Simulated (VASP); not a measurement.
# ZrN (Fm-3m) in VASP: single point with PBE+U

Aim: the single point of ZrN with PBE+U.

Everything below comes from runs of VASP 6.6.1. Logs are shortened: lines on timing, memory, paths and dates and some standing lists are left out, and cuts for length are marked.

## Step 1: The cell of the first run

It takes space group Fm-3m (No. 225, cubic). Conventional cell: a = 4.589 Å, b = 4.589 Å, c = 4.589 Å, α = 90.00°, β = 90.00°, γ = 90.00°. Zr (site symmetry m-3m) has 6 N at 2.29 Å within 3.0 Å. N (site symmetry m-3m) has 6 Zr at 2.29 Å within 3.0 Å.

## Step 2: Single point, PBE+U

Contents of INCAR:

```
PREC = Accurate
ENCUT = 1330
EDIFF = 1E-6
ISMEAR = 0
SIGMA = 0.1
LREAL = F
LASPH = T
NELM = 200
ALGO = Normal
ISIF = 2
LWAVE = F
LCHARG = F
LMAXMIX = 4
LDAU = T
LDAUTYPE = 1
LDAUL = 2 -1
LDAUU = 8.2 0
LDAUJ = 0.73 0
LDAUPRINT = 1
GGA = PE
NBANDS = 16
GGA_COMPAT = F
```

Contents of KPOINTS:

```
regular mesh
0
Gamma
  8 8 8
```

Contents of POSCAR:

```
ZrN
1.0
    0.0000000000      2.2942655869      2.2942655869
    2.2942655869      0.0000000000      2.2942655869
    2.2942655869      2.2942655869      0.0000000000
Zr N
1 1
Direct
    0.5000000000      0.5000000000      0.5000000000
    0.0000000000      0.0000000000      0.0000000000
```

Potentials or basis: VASP PAW PBE potentials, release 64 (Zr_sv, N_h).

On the command line:

```bash
cat potpaw_PBE.64/Zr_sv/POTCAR potpaw_PBE.64/N_h/POTCAR > POTCAR
mpirun -np 1 vasp_std > vasp.out
```

OUTCAR:

```text
PREC = Accurate
   ENCUT = 1330
   EDIFF = 1E-6
   ISMEAR = 0
   LREAL = F
   LASPH = T
   NELM = 200
   ISIF = 2
   GGA = PE

 ion  position               nearest neighbor table
   1  0.500  0.500  0.500-   2 2.29   2 2.29   2 2.29   2 2.29   2 2.29   2 2.29
   2  0.000  0.000  0.000-   1 2.29   1 2.29   1 2.29   1 2.29   1 2.29   1 2.29

  LATTYP: Found a face centered cubic cell.
 ALAT       =     4.5885311738

  Lattice vectors:

 A1 = (   0.0000000000,   2.2942655869,   2.2942655869)
 A2 = (   2.2942655869,   0.0000000000,   2.2942655869)
 A3 = (   2.2942655869,   2.2942655869,   0.0000000000)

Analysis of symmetry for initial positions (statically):
=====================================================================
 Subroutine PRICEL returns:
 Original cell was already a primitive cell.

 Routine SETGRP: Setting up the symmetry group for a
 face centered cubic supercell.

 Subroutine GETGRP returns: Found 48 space group operations
 (whereof 48 operations were pure point group operations)
 out of a pool of 48 trial point group operations.

The static configuration has the point symmetry O_h .

Analysis of symmetry for dynamics (positions and initial velocities):
=====================================================================
 Subroutine PRICEL returns:
 Original cell was already a primitive cell.

 Routine SETGRP: Setting up the symmetry group for a
 face centered cubic supercell.

 Subroutine GETGRP returns: Found 48 space group operations
 (whereof 48 operations were pure point group operations)
 out of a pool of 48 trial point group operations.

The dynamic configuration has the point symmetry O_h .

 Subroutine INISYM returns: Found 48 space group operations
 (whereof 48 operations are pure point group operations),
 and found     1 'primitive' translations

----------------------------------------------------------------------------------------

                                     Primitive cell

  volume of cell :      24.1524

  direct lattice vectors                    reciprocal lattice vectors
     0.000000000  2.294265587  2.294265587    -0.217934664  0.217934664  0.217934664
     2.294265587  0.000000000  2.294265587     0.217934664 -0.217934664  0.217934664
     2.294265587  2.294265587  0.000000000     0.217934664  0.217934664 -0.217934664

  length of vectors
     3.244581509  3.244581509  3.244581509     0.377473911  0.377473911  0.377473911

  position of ions in fractional coordinates (direct lattice)
     0.500000000  0.500000000  0.500000000
     0.000000000  0.000000000  0.000000000

  ion indices of the primitive-cell ions
   primitive index   ion index
                 1           1
                 2           2

----------------------------------------------------------------------------------------

 KPOINTS: regular mesh

Automatic generation of k-mesh.
 Grid dimensions read from file:
 generate k-points for:    8    8    8

 Generating k-lattice:

  Cartesian coordinates                     Fractional coordinates (reciprocal lattice)
    -0.027241833  0.027241833  0.027241833     0.125000000  0.000000000  0.000000000
     0.027241833 -0.027241833  0.027241833     0.000000000  0.125000000  0.000000000
     0.027241833  0.027241833 -0.027241833     0.000000000  0.000000000  0.125000000

  Length of vectors
     0.047184239  0.047184239  0.047184239

  Shift w.r.t. Gamma in fractional coordinates (k-lattice)
     0.000000000  0.000000000  0.000000000

 Subroutine IBZKPT returns following result:
 ===========================================

 Found     29 irreducible k-points:

 Following reciprocal coordinates:
            Coordinates               Weight
  0.000000  0.000000  0.000000      1.000000
  0.125000  0.000000  0.000000      8.000000
  0.250000  0.000000  0.000000      8.000000
  0.375000  0.000000  0.000000      8.000000
  0.500000  0.000000  0.000000      4.000000
  0.125000  0.125000  0.000000      6.000000
[... 16 lines left out ...]
  0.500000  0.250000  0.125000     48.000000
 -0.375000  0.250000  0.125000     24.000000
 [... further k-points ...]
   k-points           NKPTS =     29   k-points in BZ     NKDIM =     29   number of bands    NBANDS=     16
   number of dos      NEDOS =    301   number of ions     NIONS =      2
   total plane-waves  NPLWV =  64000
   dimension x,y,z NGX =    40 NGY =   40 NGZ =   40
   dimension x,y,z NGXF=    80 NGYF=   80 NGZF=   80
   ions per type =               1   1
   NGX,Y,Z   is equivalent  to a cutoff of  20.50, 20.50, 20.50 a.u.
   NGXF,Y,Z  is equivalent  to a cutoff of  40.99, 40.99, 40.99 a.u.
 SYSTEM =  unknown system
   PREC   = accura    normal or accurate (medium, high low for compatibility)
   ISTART =      0    job   : 0-new  1-cont  2-samecut
   ICHARG =      2    charge: 1-file 2-atom 10-const
   ISPIN  =      1    spin polarized calculation?
   LNONCOLLINEAR =      F non collinear calculations
   LSORBIT =      F    spin-orbit coupling
   LASPH  =      T    aspherical Exc in radial PAW
   ENCUT  = 1330.0 eV  97.75 Ry    9.89 a.u.   9.65  9.65  9.65*2*pi/ulx,y,z
   NELM   =    200;   NELMIN=  2; NELMDL= -5     # of ELM steps
   EDIFF  = 0.1E-05   stopping-criterion for ELM
   LREAL  =      F    real-space projection
[... 7 lines left out ...]
   TEBEG  =    0.0;   TEEND  =   0.0 temperature during run
   PSTRESS=    0.0 pullay stress
   NELECT =      17.0000    total number of electrons
   NUPDOWN=      -1.0000    fix difference up-down
   EMIN   =  10.00;   EMAX   =-10.00  energy-range for DOS
   EFERMI =   0.00;   METHOD = LEGACY
   ISMEAR =     0;   SIGMA  =   0.10  broadening in eV -4-tet -1-fermi 0-gaus
   EFERMI_NEDOS =   21; number of points for ismear=-14 and -15
   IALGO  =     38    algorithm
   IMIX   =      4    mixing-type and parameters
     AMIX     =   0.40;   BMIX     =  1.00
     AMIX_MAG =   1.60;   BMIX_MAG =  1.00
  volume/ion in A,a.u.               =      12.08        81.49
  Fermi-wavevector in a.u.,A,eV,Ry     =   1.456255  2.751923 28.853587  2.120679
  Thomas-Fermi vector in A             =   2.573195
   LORBIT       =      0    0 simple, 1 ext, 2 COOP (PROOUT), +10 PAW based schemes
 LDA+U is selected, type is set to LDAUTYPE =  1
   angular momentum for each species LDAUL =     2   -1
   U (eV)           for each species LDAUU =   8.2  0.0
   J (eV)           for each species LDAUJ =   0.7  0.0
   GGA     = PE    functional components
   LHFCALC =     F    Hartree Fock is set to
   AEXX    =    0.0000 exact exchange contribution
   IVDW    =     0    specifies the selected vdW correction
   LEPSILON=     F    determine dielectric tensor
   LRPA    =     F    only Hartree local field effects (RPA)
 non-spin polarized calculation
 Gauss-broadening in eV      SIGMA  =   0.10
  energy-cutoff  :     1330.00
  volume of cell :       24.15
 maximum number of plane-waves:      2698
   NGX = 19   NGY = 19   NGZ = 19

atom =   1  type =  1  l = 2

 onsite density matrix

spin component  1

  0.1356 -0.0000 -0.0000  0.0000 -0.0000
 -0.0000  0.1356 -0.0000 -0.0000  0.0000
 -0.0000 -0.0000  0.1416  0.0000  0.0000
  0.0000 -0.0000  0.0000  0.1356 -0.0000
 -0.0000  0.0000  0.0000 -0.0000  0.1416

spin component  2

  0.1356 -0.0000 -0.0000  0.0000 -0.0000
 -0.0000  0.1356 -0.0000 -0.0000  0.0000
 -0.0000 -0.0000  0.1416  0.0000  0.0000
  0.0000 -0.0000  0.0000  0.1356 -0.0000
 -0.0000  0.0000  0.0000 -0.0000  0.1416

 occupancies and eigenvectors

  o =  0.1356  v =  1.0000  0.0000  0.0000  0.0000  0.0000  0.0000  0.0000  0.0000  0.0000  0.0000      0.0000  0.0000  0.0000  0.0000  0.0000  0.0000  0.0000  0.0000  0.0000  0.0000
  o =  0.1356  v =  0.0000  0.0000  0.0000  0.0000  0.0000  1.0000  0.0000  0.0000  0.0000  0.0000      0.0000  0.0000  0.0000  0.0000  0.0000  0.0000  0.0000  0.0000  0.0000  0.0000
  o =  0.1356  v =  0.0000  0.0165  0.0000  0.9999  0.0000  0.0000  0.0000  0.0000  0.0000  0.0000      0.0000  0.0000  0.0000  0.0000  0.0000  0.0000  0.0000  0.0000  0.0000  0.0000
  o =  0.1356  v =  0.0000 -0.9999  0.0000  0.0165 -0.0000  0.0000  0.0000  0.0000  0.0000  0.0000      0.0000  0.0000  0.0000  0.0000  0.0000  0.0000  0.0000  0.0000  0.0000  0.0000
  o =  0.1356  v =  0.0000  0.0000  0.0000  0.0000  0.0000  0.0000  0.0165  0.0000  0.9999  0.0000      0.0000  0.0000  0.0000  0.0000  0.0000  0.0000  0.0000  0.0000  0.0000  0.0000
  o =  0.1356  v =  0.0000  0.0000  0.0000  0.0000  0.0000  0.0000 -0.9999  0.0000  0.0165 -0.0000      0.0000  0.0000  0.0000  0.0000  0.0000  0.0000  0.0000  0.0000  0.0000  0.0000
  o =  0.1416  v =  0.0000  0.0000  0.0000  0.0000  0.0000  0.0000  0.0000  0.9999 -0.0000 -0.0102      0.0000  0.0000  0.0000  0.0000  0.0000  0.0000  0.0000  0.0000  0.0000  0.0000
  o =  0.1416  v =  0.0000  0.0000  0.9999 -0.0000 -0.0102  0.0000  0.0000  0.0000  0.0000  0.0000      0.0000  0.0000  0.0000  0.0000  0.0000  0.0000  0.0000  0.0000  0.0000  0.0000
  o =  0.1416  v =  0.0000  0.0000  0.0000  0.0000  0.0000  0.0000  0.0000 -0.0102  0.0000 -0.9999      0.0000  0.0000  0.0000  0.0000  0.0000  0.0000  0.0000  0.0000  0.0000  0.0000
  o =  0.1416  v =  0.0000  0.0000 -0.0102  0.0000 -0.9999  0.0000  0.0000  0.0000  0.0000  0.0000      0.0000  0.0000  0.0000  0.0000  0.0000  0.0000  0.0000  0.0000  0.0000  0.0000

 number of electron      17.0000000 magnetization

 Free energy of the ion-electron system (eV)
  ---------------------------------------------------
  ext. energy  EPLUGINS =         0.00000000
  ---------------------------------------------------
  free energy    TOTEN  =       -15.50147848 eV

  energy without entropy =      -15.49768689  energy(sigma->0) =      -15.49958269

 E-fermi :  13.5490     XC(G=0): -12.5277

 val. band max:       13.5330234890   @ k =   0.3750   0.1250   0.0000
 cond. band min:      13.5976572521   @ k =   0.1250   0.0000   0.0000
 fundamental gap:      0.0646337631
 Fermi energy:        13.5490176168

 k-point     1 :       0.0000    0.0000    0.0000
  band No.  band energies     occupation
      1     -38.0473      2.00000
      2     -15.6134      2.00000
      3     -15.6134      2.00000
      4     -15.6134      2.00000
      5      -3.5909      2.00000
      6      10.1281      2.00000
[... 8 lines left out ...]
     15      21.3265      0.00000
     16      35.7745      0.00000
[... 419 lines left out ...]
 k-point    24 :      -0.3750    0.2500    0.1250
  band No.  band energies     occupation
      1     -37.8931      2.00000
      2     -16.5071      2.00000
      3     -15.9677      2.00000
      4     -15.7950      2.00000
      5      -1.7907      2.00000
      6       6.1505      2.00000
[... 8 lines left out ...]
     15      24.1459      0.00000
     16      25.7887      0.00000

 [... further k-points ...]
[... 5 lines left out ...]
  --------------------------------------------------------------------------------------
  -------------------------------------------------------------------------------------
  Total        3.6322607      3.6322607      3.6322607     -0.0000000      0.0000000      0.0000000
  in kB      240.9497732    240.9497732    240.9497732     -0.0000000      0.0000000      0.0000000
  external PRESSURE =     240.9497732 kB  Pullay stress =       0.0000000 kB

 VOLUME and BASIS-vectors are now :
 -----------------------------------------------------------------------------
  energy-cutoff  :     1330.00
  volume of cell :       24.15
      direct lattice vectors                 reciprocal lattice vectors
     0.000000000  2.294265587  2.294265587    -0.217934664  0.217934664  0.217934664
     2.294265587  0.000000000  2.294265587     0.217934664 -0.217934664  0.217934664
     2.294265587  2.294265587  0.000000000     0.217934664  0.217934664 -0.217934664

 POSITION                                       TOTAL-FORCE (eV/Angst)
 -----------------------------------------------------------------------------------
      2.29427      2.29427      2.29427         0.000000      0.000000      0.000000
      0.00000      0.00000      0.00000         0.000000      0.000000      0.000000
 -----------------------------------------------------------------------------------
    total drift:                                0.000000     -0.000000      0.000000

  FREE ENERGIE OF THE ION-ELECTRON SYSTEM (eV)
  ---------------------------------------------------
  free  energy   TOTEN  =       -15.5014784814 eV

  energy  without entropy=      -15.4976868930  energy(sigma->0) =      -15.49958269
```

Wall time 37 s (1 thread of Intel Xeon Platinum 8259CL at 2.50GHz (Skylake/Cascade Lake), shared host); peak memory 0.26 GiB.

Results:

```
Free energy            : -15.5015 eV
Pressure               : 24.1 GPa
Band gap on the k mesh : zero (an odd number of electrons rules out a gap without spin polarisation)
```

Eigenvalues of the final occupation matrices:
```csv
site,spin,trace,eigenvalues
site 1 d,1,0.69,0.14 0.14 0.14 0.14 0.14
site 1 d,2,0.69,0.14 0.14 0.14 0.14 0.14
```

Caveat: the cell stands under pressure; an odd number of electrons without spin polarisation forces a metal; a magnetic or distorted state may lie lower; U without spin polarisation on a metal has little footing.

The gap in the log of VASP goes by the Fermi energy; the results here count the filled bands.